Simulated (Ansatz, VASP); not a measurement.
# GaAs in VASP and in Ansatz

File INCAR:

```
PREC = Accurate
ENCUT = 520
EDIFF = 1E-7
ISMEAR = 1
SIGMA = 0.05
LREAL = F
LASPH = T
NELM = 100
ALGO = Normal
ISIF = 2
LWAVE = F
LCHARG = F
GGA = PS
NBANDS = 26
```

File KPOINTS:

```
Automatic mesh
0
Gamma
  6 6 4
```

POSCAR

```
GaAs
1.0
    4.2497555350      0.0000000000      0.0000000000
   -2.1248777675      3.6803962531      0.0000000000
    0.0000000000      0.0000000000      5.7732406470
Ga As
2 2
Direct
    0.3333333333      0.6666666667      0.2500000000
    0.6666666667      0.3333333333      0.7500000000
    0.6666666667      0.3333333333      0.2500000000
    0.3333333333      0.6666666667      0.7500000000
```

Input for Ansatz:

```yaml
crystal:
  lattice:
    - [4.249755535, 0.0, 0.0]
    - [-2.1248777675, 3.6803962531, 0.0]
    - [0.0, 0.0, 5.773240647]
  atoms:
    - { symbol: Ga, position: [0.3333333333, 0.6666666667, 0.25] }
    - { symbol: Ga, position: [0.6666666667, 0.3333333333, 0.75] }
    - { symbol: As, position: [0.6666666667, 0.3333333333, 0.25] }
    - { symbol: As, position: [0.3333333333, 0.6666666667, 0.75] }
kpoints:
  mp_grid: { grid: [6, 6, 4] }
hamiltonian:
  xc: pbesol
scf:
  occupations: { method: methfessel_paxton, width: 0.05 }
  n_extra_bands: 5
output:
  forces: true
  stress: true
  eigenvalues: true
```

Alike in both runs: task single point; functional PBEsol; k mesh 6 × 6 × 4; occupations methfessel-paxton of order 1, width 0.05 eV; no spin polarisation.

```csv
,VASP,Ansatz
version,VASP 6.6.1,Ansatz 0.2.0
potentials or method,"VASP PAW PBE potentials, release 64 (Ga_d, As)",plane waves
plane-wave cutoff (eV),520,420
valence electrons in the cell,36,56
```

Ansatz gave:

* pressure (GPa): -0.6
* traceless stress, the component that is largest in VASP (GPa): -1.32

Estimate VASP's values.

pressure (GPa): -0.4; traceless stress, the component that is largest in VASP (GPa): -1.34.

VASP's potentials were made for PBE, not for PBEsol. With one functional, cell and mesh, what is left measures potentials, basis and numerics. VASP's potentials hold 36 valence electrons a cell and Ansatz's 56, so a difference there can come from the potentials and not from the codes.
